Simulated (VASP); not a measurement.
Write the native input for VASP 6.6.1 that does the following.

```yaml
Task: single point
Functional: PBE
Potentials_or_basis: VASP PAW PBE potentials, release 64 (Li_sv)
Cutoff: 520 eV
k_mesh: 13 × 13 × 13
Occupations: fermi-dirac, width 0.08 eV
Spin: no spin polarisation
Dipole_correction: no
Further_INCAR_settings: ALGO = Normal; EDIFF = 1e-06; NBANDS = 10
```

The structure of Li lies in POSCAR:

```
Li
1.0
    1.2864738059     -0.7427459982      4.2343746610
    0.0000000000      1.4854919963      4.2343746610
   -1.2864738059     -0.7427459982      4.2343746610
Li
2
Direct
    0.2500000000      0.2500000000      0.2500000000
   -0.2500000000     -0.2500000000     -0.2500000000
```

This cell differs from its parent crystal: volume scaled by 0.6.

One way to write it, as run:

INCAR

```
SYSTEM = Li
PREC     = Accurate       ! precision mode
ENCUT    = 520            ! plane-wave cutoff, eV
EDIFF    = 1E-6           ! SCF threshold, eV
ISMEAR   = -1             ! smearing method
SIGMA    = 0.08           ! smearing width, eV
LREAL    = .FALSE.        ! projectors in reciprocal space
LASPH    = .TRUE.         ! aspherical terms in the spheres
NELM     = 60             ! most SCF steps
ALGO     = Normal         ! electronic algorithm
ISIF     = 2              ! what is computed and relaxed
LWAVE    = .FALSE.        ! write WAVECAR
LCHARG   = .TRUE.         ! write CHGCAR
GGA      = PE             ! functional
LELF     = .TRUE.         ! ELF
LVHAR    = .TRUE.       
NBANDS   = 10             ! bands
```

KPOINTS

```
Automatic mesh
0
G
  13 13 13
  0 0 0
```

Potentials or basis: VASP PAW PBE potentials, release 64 (Li_sv).

Command:

```sh
$ cat potpaw_PBE.64/Li_sv/POTCAR > POTCAR
$ mpirun -np 1 vasp_std > vasp.out
```

Results of the run:

```
Band gap on the k mesh : zero (band 3 reaches 4.37 eV, above the bottom of band 4 at -0.24 eV)
```

Run time: 87 s on 1 thread of Intel(R) Xeon(R) Platinum 8488C (Sapphire Rapids), with other jobs on the host, peak memory 0.2 GiB.
